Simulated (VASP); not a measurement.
Crystal: Sc.

```
CELL_PARAMETERS angstrom
3.44136 0.00000 0.00000
-1.72068 2.98031 0.00000
0.00000 0.00000 5.27330
ATOMIC_POSITIONS crystal
Sc 0.66667 0.33333 0.75000
Sc 0.33333 0.66667 0.25000
```

Base run:

| Item | Value |
| --- | --- |
| Program | VASP 6.6.1 |
| Functional | PBEsol |
| Potentials or basis | VASP PAW PBE potentials, release 64 (Sc_sv) |
| Cutoff | 500 eV |
| k mesh | 8 × 8 × 4 |
| Occupations | fermi-dirac, width 0.05 eV |
| Spin | no spin polarisation |

Its results: band gap on the k mesh zero (band 11 reaches 4.02 eV, above the bottom of band 12 at 2.65 eV); pressure -6.2 GPa.

**Question.** The run is repeated on the same cell with these changes: functional from PBEsol to PBE; cutoff from 500 eV to 520 eV; further incar settings from ALGO = Normal; EDIFF = 1e-06; NBANDS = 18 to ALGO = Fast; EDIFF = 1e-06; NBANDS = 18. What comes out?

**Answer.** Band gap on the k mesh zero (band 11 reaches 4.13 eV, above the bottom of band 12 at 2.76 eV); pressure -4.4 GPa.

Caveats: the PAW data sets were made with another functional, which shifts forces and pressure a little (some runs).
